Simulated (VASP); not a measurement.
Set up this calculation in VASP 6.6.1, as the native input.

- Task: single point
- Functional: r2SCAN
- Potentials or basis: VASP PAW PBE potentials, release 64 (Na_pv, F)
- Cutoff: 520 eV
- k mesh: 8 × 8 × 8
- Occupations: gaussian, width 0.02 eV
- Spin: no spin polarisation
- Dipole correction: no
- Further INCAR settings: ALGO = Normal; EDIFF = 1e-06; NBANDS = 14

NaF (Villiaumite):

```
CELL_PARAMETERS angstrom
0.00000 2.31981 2.31981
2.31981 0.00000 2.31981
2.31981 2.31981 0.00000
ATOMIC_POSITIONS crystal
Na 0.00000 0.00000 0.00000
F 0.50000 0.50000 0.50000
```

This cell differs from its parent crystal: volume scaled by 1.03.

These files were run (other wordings do the same):

POSCAR

```
NaF
1.0
    0.0000000000      2.3198131385      2.3198131385
    2.3198131385      0.0000000000      2.3198131385
    2.3198131385      2.3198131385      0.0000000000
Na F
1 1
Direct
    0.0000000000      0.0000000000      0.0000000000
    0.5000000000      0.5000000000      0.5000000000
```

INCAR.step1

```
PREC = Accurate
ENCUT = 520
ISMEAR = 0
SIGMA = 0.02
LREAL = F
LASPH = T
NELM = 80
NBANDS = 14
GGA = PE
ALGO = Normal
EDIFF = 1E-4
LWAVE = T
LCHARG = F
```

INCAR.step2

```
PREC = Accurate
ENCUT = 520
EDIFF = 1E-6
ISMEAR = 0
SIGMA = 0.02
LREAL = F
LASPH = T
NELM = 80
ALGO = Normal
ISIF = 2
LWAVE = F
LCHARG = F
METAGGA = R2SCAN
LMIXTAU = T
NBANDS = 14
ISTART = 1
```

KPOINTS

```
regular mesh
0
Gamma
  8 8 8
```

Potentials or basis: VASP PAW PBE potentials, release 64 (Na_pv, F).

Command:

```bash
$ cat potpaw_PBE.64/Na_pv/POTCAR potpaw_PBE.64/F/POTCAR > POTCAR
$ cp INCAR.step1 INCAR
$ mpirun -np 1 vasp_std > vasp.out
$ cp INCAR.step2 INCAR
$ mpirun -np 1 vasp_std > vasp.out
```

It gave:

```json
{
 "Pressure": "-2.0 GPa",
 "Band gap on the k mesh": "7.15 eV, direct"
}
```

Caveat: the PAW data sets were made with another functional, which shifts forces and pressure a little.

Run time: 21 s on 1 thread of AMD EPYC 9R45 96-Core Processor (Zen 5), on a shared host, peak memory 0.11 GiB.
